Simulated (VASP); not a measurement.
A run of VASP 6.6.1 is set up as follows.

INCAR

```
SYSTEM = Be
PREC     = Accurate       ! precision mode
ENCUT    = 520            ! plane-wave cutoff, eV
EDIFF    = 1E-8           ! SCF threshold, eV
ISMEAR   = -1             ! smearing method
SIGMA    = 0.03           ! smearing width, eV
LREAL    = .FALSE.        ! projectors in reciprocal space
LASPH    = .TRUE.         ! aspherical terms in the spheres
NELM     = 80             ! most SCF steps
ALGO     = Normal         ! electronic algorithm
ISIF     = 2              ! what is computed and relaxed
LWAVE    = .FALSE.        ! write WAVECAR
LCHARG   = .FALSE.        ! write CHGCAR
GGA      = PS             ! functional
LEFG     = .TRUE.       
NBANDS   = 7              ! bands
```

KPOINTS

```
regular mesh
0
G
  23 23 23
  0 0 0
```

The input POSCAR:

```
Be
1.0
   -1.2155273228      1.2155273228      1.2531209513
    1.2155273228     -1.2155273228      1.2531209513
    1.2155273228      1.2155273228     -1.2531209513
Be
1
Direct
    0.0000000000      0.0000000000      0.0000000000
```

Potentials or basis: VASP PAW PBE potentials, release 64 (Be).

Run with:

```bash
$ cat potpaw_PBE.64/Be/POTCAR > POTCAR
$ mpirun -np 1 vasp_std > vasp.out
```

What does it give for the band gap on the k mesh?

Zero (bands 1 and 2 overlap by 4.65 eV).

Estimate the pressure.

6.5 GPa.

Stress tensor (GPa, compression positive):
```
6.71 0.00 0.00
0.00 6.71 0.00
0.00 0.00 6.07
```

Caveat: the cell differs from its parent crystal (equal xx and yy strain of -3 %); the cell stands under pressure; without QUAD_EFG the Cq values of the log hold for a quadrupole moment of 1 mb, not for the nuclei; the PAW data sets were made with another functional, which shifts forces and pressure a little.
